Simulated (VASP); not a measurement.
# Pd2Au in VASP: single point with r2SCAN

Aim: the single point of Pd2Au with r2SCAN.

Everything below comes from runs of VASP 6.6.1. Logs are shortened: lines on timing, memory, paths and dates and some standing lists are left out, and cuts for length are marked.

## 1. The cell of the first run

The typed cell holds 12 atoms: a = 5.596 Å, b = 5.597 Å, c = 6.939 Å, α = 90.01°, β = 90.00°, γ = 120.00°.

## 2. Single point, r2SCAN

Contents of POSCAR:

```
Pd2Au
1.0
   -3.9573841233     -3.9572550983      0.0000014574
   -0.0000519897      3.9573056306      3.9578965961
   -4.0061224266      4.0059948590     -4.0065338348
Pd Au
8 4
Direct
    0.8349254191      0.1678880831      0.6627535591
    0.3349552468      0.1678684831      0.6627505038
    0.6683146866      0.3346403953      0.3371890504
    0.1682908426      0.3346022058      0.3371808954
    0.8349366504      0.6678613446      0.6627502153
    0.3349582975      0.6678969766      0.6627591756
    0.6683217296      0.8346124817      0.3371853687
    0.1682957681      0.8346263564      0.3371866327
    0.5016356644      0.0012293632     -0.0000054908
    0.0016010872      1.0012045227      0.9998803977
    0.5016144295      0.5012073407     -0.0000758727
    0.0016442091      0.5012181881     -0.0000575845
```

Contents of INCAR.step1:

```
PREC     = Accurate       # precision mode
ENCUT    = 520            # plane-wave cutoff, eV
ISMEAR   = 0              # smearing method
SIGMA    = 0.1            # smearing width, eV
LREAL    = False          # projectors in reciprocal space
LASPH    = True           # aspherical terms in the spheres
NELM     = 100            # most SCF steps
NBANDS   = 74             # bands
ISYM     = 0            
GGA      = PE             # functional
ALGO     = Normal         # electronic algorithm
EDIFF    = 1E-4           # SCF threshold, eV
LWAVE    = True           # write WAVECAR
LCHARG   = False          # write CHGCAR
```

Contents of INCAR.step2:

```
PREC     = Accurate       # precision mode
ENCUT    = 520            # plane-wave cutoff, eV
EDIFF    = 1E-7           # SCF threshold, eV
ISMEAR   = 0              # smearing method
SIGMA    = 0.1            # smearing width, eV
LREAL    = False          # projectors in reciprocal space
LASPH    = True           # aspherical terms in the spheres
NELM     = 100            # most SCF steps
ALGO     = Normal         # electronic algorithm
ISIF     = 2              # what is computed and relaxed
LWAVE    = False          # write WAVECAR
LCHARG   = False          # write CHGCAR
METAGGA  = R2SCAN         # meta-GGA
LMIXTAU  = True         
NBANDS   = 74             # bands
ISYM     = 0            
ISTART   = 1
```

Contents of KPOINTS:

```
Automatic mesh
0
Gamma
  3 3 2
  0 0 0.5
```

Potentials or basis: VASP PAW PBE potentials, release 64 (Pd, Au).

Run with:

```
cat potpaw_PBE.64/Pd/POTCAR potpaw_PBE.64/Au/POTCAR > POTCAR
cp INCAR.step1 INCAR
mpirun -np 1 vasp_std > vasp.out
cp INCAR.step2 INCAR
mpirun -np 1 vasp_std > vasp.out
```

OUTCAR:

```text
PREC = Accurate
   ENCUT = 520
   EDIFF = 1E-7
   ISMEAR = 0
   LREAL = False
   LASPH = True
   NELM = 100
   ISIF = 2
   METAGGA = R2SCAN
   ISYM = 0
   ISTART = 1

 ion  position               nearest neighbor table
   1  0.835  0.168  0.663-   7 2.78   3 2.78   4 2.78   2 2.80   5 2.80   6 2.80   2 2.80   6 2.80
                             5 2.80  10 2.84  12 2.84   9 2.84
   2  0.335  0.168  0.663-   8 2.78   3 2.78   4 2.78   1 2.80   6 2.80   5 2.80   1 2.80   5 2.80
                             6 2.80  10 2.84  11 2.84   9 2.84
   3  0.668  0.335  0.337-   5 2.78   2 2.78   1 2.78   4 2.80   7 2.80   4 2.80   8 2.80   8 2.80
                             7 2.80   9 2.84  11 2.84  12 2.84
   4  0.168  0.335  0.337-   6 2.78   1 2.78   2 2.78   3 2.80   3 2.80   8 2.80   7 2.80   8 2.80
                             7 2.80  12 2.84  11 2.84  10 2.84
   5  0.835  0.668  0.663-   3 2.78   8 2.78   7 2.78   6 2.80   1 2.80   6 2.80   2 2.80   2 2.80
                             1 2.80  10 2.84  11 2.84  12 2.84
   6  0.335  0.668  0.663-   4 2.78   7 2.78   8 2.78   5 2.80   5 2.80   2 2.80   1 2.80   2 2.80
                             1 2.80  12 2.84  11 2.84   9 2.84
   7  0.668  0.835  0.337-   1 2.78   6 2.78   5 2.78   8 2.80   3 2.80   4 2.80   8 2.80   4 2.80
                             3 2.80   9 2.84  11 2.84  10 2.84
   8  0.168  0.835  0.337-   2 2.78   5 2.78   6 2.78   7 2.80   4 2.80   3 2.80   7 2.80   4 2.80
                             3 2.80   9 2.84  12 2.84  10 2.84
   9  0.502  0.001  1.000-  10 2.80  10 2.80  11 2.80  12 2.80  12 2.80  11 2.80   7 2.84   8 2.84
                             3 2.84   6 2.84   1 2.84   2 2.84
  10  0.002  0.001  1.000-   9 2.80   9 2.80  12 2.80  11 2.80  12 2.80  11 2.80   5 2.84   2 2.84
                             1 2.84   7 2.84   8 2.84   4 2.84
  11  0.502  0.501  1.000-  12 2.80   9 2.80  12 2.80  10 2.80   9 2.80  10 2.80   2 2.84   5 2.84
                             6 2.84   3 2.84   4 2.84   7 2.84
  12  0.002  0.501  1.000-  11 2.80  11 2.80  10 2.80   9 2.80  10 2.80   9 2.80   1 2.84   6 2.84
                             5 2.84   4 2.84   3 2.84   8 2.84

IMPORTANT INFORMATION: All symmetrisations will be switched off!
NOSYMM: (Re-)initialisation of all symmetry stuff for point group C_1.

----------------------------------------------------------------------------------------

                                     Primitive cell

  volume of cell :     188.2366

  direct lattice vectors                    reciprocal lattice vectors
    -3.957384123 -3.957255098  0.000001457    -0.168460319 -0.084234571  0.084219781
    -0.000051990  3.957305631  3.957896596    -0.084228430  0.084231238  0.168439688
    -4.006122427  4.005994859 -4.006533835    -0.083206002  0.083208684 -0.083197353

  length of vectors
     5.596495065  5.596893185  6.938971471     0.206318476  0.206303801  0.144113578

  position of ions in fractional coordinates (direct lattice)
     0.834925419  0.167888083  0.662753559
     0.334955247  0.167868483  0.662750504
     0.668314687  0.334640395  0.337189050
     0.168290843  0.334602206  0.337180895
     0.834936650  0.667861345  0.662750215
     0.334958298  0.667896977  0.662759176
     0.668321730  0.834612482  0.337185369
     0.168295768  0.834626356  0.337186633
     0.501635664  0.001229363  0.999994509
     0.001601087  0.001204523  0.999880398
     0.501614430  0.501207341  0.999924127
     0.001644209  0.501218188  0.999942416

  ion indices of the primitive-cell ions
   primitive index   ion index
                 1           1
                 2           2
                 3           3
                 4           4
                 5           5
                 6           6
                 7           7
                 8           8
                 9           9
                10          10
                11          11
                12          12

----------------------------------------------------------------------------------------

 KPOINTS: Automatic mesh

Automatic generation of k-mesh.
 Grid dimensions read from file:
 generate k-points for:    3    3    2

 Generating k-lattice:

  Cartesian coordinates                     Fractional coordinates (reciprocal lattice)
    -0.056153440 -0.028078190  0.028073260     0.333333333  0.000000000  0.000000000
    -0.028076143  0.028077079  0.056146563     0.000000000  0.333333333 -0.000000000
    -0.041603001  0.041604342 -0.041598676     0.000000000  0.000000000  0.500000000

  Length of vectors
     0.068772825  0.068767934  0.072056789

  Shift w.r.t. Gamma in fractional coordinates (k-lattice)
     0.000000000  0.000000000  0.500000000

 Subroutine IBZKPT returns following result:
 ===========================================

 Found      9 irreducible k-points:

 Following reciprocal coordinates:
            Coordinates               Weight
 -0.000000  0.000000  0.250000      2.000000
  0.333333 -0.000000  0.250000      2.000000
  0.333333 -0.333333 -0.250000      2.000000
 -0.333333  0.000000  0.250000      2.000000
 -0.333333  0.333333 -0.250000      2.000000
  0.000000  0.333333  0.250000      2.000000
  0.333333  0.333333  0.250000      2.000000
  0.333333  0.333333 -0.250000      2.000000
  0.000000 -0.333333  0.250000      2.000000
   k-points           NKPTS =      9   k-points in BZ     NKDIM =      9   number of bands    NBANDS=     74
   number of dos      NEDOS =    301   number of ions     NIONS =     12
   total plane-waves  NPLWV =  95256
   dimension x,y,z NGX =    42 NGY =   42 NGZ =   54
   dimension x,y,z NGXF=    84 NGYF=   84 NGZF=  108
   ions per type =               8   4
   NGX,Y,Z   is equivalent  to a cutoff of  12.48, 12.48, 12.94 a.u.
   NGXF,Y,Z  is equivalent  to a cutoff of  24.95, 24.95, 25.87 a.u.
 SYSTEM =  unknown system
   PREC   = accura    normal or accurate (medium, high low for compatibility)
   ISTART =      1    job   : 0-new  1-cont  2-samecut
   ICHARG =      0    charge: 1-file 2-atom 10-const
   ISPIN  =      1    spin polarized calculation?
   LNONCOLLINEAR =      F non collinear calculations
   LSORBIT =      F    spin-orbit coupling
   LASPH  =      T    aspherical Exc in radial PAW
   ENCUT  =  520.0 eV  38.22 Ry    6.18 a.u.  10.41 10.41 12.90*2*pi/ulx,y,z
   NELM   =    100;   NELMIN=  2; NELMDL=  0     # of ELM steps
   EDIFF  = 0.1E-06   stopping-criterion for ELM
   LREAL  =      F    real-space projection
   EDIFFG = 0.1E-05   stopping-criterion for IOM
   NSW    =      0    number of steps for IOM
   IBRION =     -1    ionic relax: 0-MD 1-quasi-New 2-CG
   NFREE  =      0    steps in history (QN), initial steepest desc. (CG)
   ISIF   =      2    stress and relaxation
   ISYM   =      0    0-nonsym 1-usesym 2-fastsym
   POTIM  = 0.5000    time-step for ionic-motion
   TEBEG  =    0.0;   TEEND  =   0.0 temperature during run
   PSTRESS=    0.0 pullay stress
   NELECT =     124.0000    total number of electrons
   NUPDOWN=      -1.0000    fix difference up-down
   EMIN   =  10.00;   EMAX   =-10.00  energy-range for DOS
   EFERMI =   0.00;   METHOD = LEGACY
   ISMEAR =     0;   SIGMA  =   0.10  broadening in eV -4-tet -1-fermi 0-gaus
   EFERMI_NEDOS =   21; number of points for ismear=-14 and -15
   IALGO  =     38    algorithm
   IMIX   =      4    mixing-type and parameters
     AMIX     =   0.40;   BMIX     =  1.00
     AMIX_MAG =   1.60;   BMIX_MAG =  1.00
  volume/ion in A,a.u.               =      15.69       105.86
  Fermi-wavevector in a.u.,A,eV,Ry     =   1.424451  2.691821 27.607031  2.029060
  Thomas-Fermi vector in A             =   2.544940
   LORBIT       =      0    0 simple, 1 ext, 2 COOP (PROOUT), +10 PAW based schemes
   METAGGA = R2SCAN    functional components
   LHFCALC =     F    Hartree Fock is set to
   AEXX    =    0.0000 exact exchange contribution
   IVDW    =     0    specifies the selected vdW correction
   LEPSILON=     F    determine dielectric tensor
   LRPA    =     F    only Hartree local field effects (RPA)
 non-spin polarized calculation
 Gauss-broadening in eV      SIGMA  =   0.10
  energy-cutoff  :      520.00
  volume of cell :      188.24
 maximum number of plane-waves:      5084
 NGX is ok and might be reduce to    42
   NGX = 21   NGY = 21   NGZ = 25

 number of electron     124.0000001 magnetization

 Free energy of the ion-electron system (eV)
  ---------------------------------------------------
  ext. energy  EPLUGINS =         0.00000000
  ---------------------------------------------------
  free energy    TOTEN  =      -386.59219493 eV

  energy without entropy =     -386.54070678  energy(sigma->0) =     -386.56645086

 E-fermi :   9.0495     XC(G=0): -13.8703

 val. band max:        8.9738924820   @ k =   0.0000   0.3333   0.2500
 cond. band min:       9.1211468427   @ k =  -0.0000   0.0000   0.2500
 fundamental gap:      0.1472543608
 Fermi energy:         9.0494733172

 k-point     1 :      -0.0000    0.0000    0.2500
  band No.  band energies     occupation
      1       0.4336      2.00000
      2       2.1584      2.00000
      3       2.1587      2.00000
      4       2.1588      2.00000
      5       2.8259      2.00000
      6       3.0167      2.00000
[... 66 lines left out ...]
     73      15.2617      0.00000
     74      15.2623      0.00000

 k-point     2 :       0.3333   -0.0000    0.2500
  band No.  band energies     occupation
      1       1.3662      2.00000
      2       2.3258      2.00000
      3       2.9511      2.00000
      4       2.9512      2.00000
      5       3.3633      2.00000
      6       3.3634      2.00000
[... 531 lines left out ...]
 k-point     9 :       0.0000   -0.3333    0.2500
  band No.  band energies     occupation
      1       1.3659      2.00000
      2       2.3253      2.00000
      3       2.9511      2.00000
      4       2.9512      2.00000
      5       3.3631      2.00000
      6       3.3632      2.00000
[... 66 lines left out ...]
     73      15.6276      0.00000
     74      15.6279      0.00000

------------------------ aborting loop because EDIFF is reached ----------------------------------------

  FORCE on cell =-STRESS in cart. coord.  units (eV):
  Direction    XX          YY          ZZ          XY          YZ          ZX
  --------------------------------------------------------------------------------------
  -------------------------------------------------------------------------------------
  Total        0.6174927      0.6201378      0.6088900      0.0410681      0.0398667     -0.0396599
  in kB        5.2557949      5.2783088      5.1825728      0.3495517      0.3393260     -0.3375655
  external PRESSURE =       5.2388922 kB  Pullay stress =       0.0000000 kB

 VOLUME and BASIS-vectors are now :
 -----------------------------------------------------------------------------
  energy-cutoff  :      520.00
  volume of cell :      188.24
      direct lattice vectors                 reciprocal lattice vectors
    -3.957384123 -3.957255098  0.000001457    -0.168460319 -0.084234571  0.084219781
    -0.000051990  3.957305631  3.957896596    -0.084228430  0.084231238  0.168439688
    -4.006122427  4.005994859 -4.006533835    -0.083206002  0.083208684 -0.083197353

 POSITION                                       TOTAL-FORCE (eV/Angst)
 -----------------------------------------------------------------------------------
     -5.95920      0.01536     -1.99086        -0.000597     -0.000991      0.000169
     -3.98061      1.99378     -1.99093         0.000444      0.000893      0.000567
     -3.99562      0.03036     -0.02649         0.001703     -0.001856      0.000124
     -2.01680      2.00890     -0.02661         0.000669     -0.001361      0.001067
     -5.95926      1.99385     -0.01200        -0.000328      0.000300      0.000939
     -3.98069      3.97257     -0.01190         0.000598     -0.000310     -0.000036
     -3.99566      2.00886      1.95237         0.001873     -0.000681      0.000765
     -2.01687      3.98765      1.95242         0.001011     -0.002102      0.000543
     -5.99127      2.02574     -4.00165         0.000540      0.000651     -0.000115
     -4.01198      4.00395     -4.00129        -0.003298      0.001777     -0.002191
     -5.99093      4.00411     -2.02250        -0.001966      0.001409     -0.001310
     -4.01242      5.98273     -2.02253        -0.000650      0.002270     -0.000522
 -----------------------------------------------------------------------------------
    total drift:                                0.000310      0.000042     -0.000236

  FREE ENERGIE OF THE ION-ELECTRON SYSTEM (eV)
  ---------------------------------------------------
  free  energy   TOTEN  =      -386.5921949318 eV

  energy  without entropy=     -386.5407067783  energy(sigma->0) =     -386.56645086
```

It took 18 min on 1 thread of Intel Xeon 8259CL, shared host; peak memory 0.37 GiB.

What came out:

| Quantity | Value |
| --- | --- |
| Free energy | -386.5922 eV |
| Pressure | 0.5 GPa |
| Largest force | 0.004 eV/Å |
| Band gap on the k mesh | zero (bands 62 and 63 overlap by 0.50 eV) |

Forces on the atoms (eV/Å):
```
Pd  -0.001 -0.001  0.000
Pd   0.000  0.001  0.001
Pd   0.002 -0.002  0.000
Pd   0.001 -0.001  0.001
Pd   0.000  0.000  0.001
Pd   0.001  0.000  0.000
Pd   0.002 -0.001  0.001
Pd   0.001 -0.002  0.001
Au   0.001  0.001  0.000
Au  -0.003  0.002 -0.002
Au  -0.002  0.001 -0.001
Au  -0.001  0.002 -0.001
```

Caveat: the k points lie up to 0.45 Å⁻¹ apart; the PAW data sets were made with another functional, which shifts forces and pressure a little; spin-orbit coupling is left out, which moves the levels of the heavy elements.
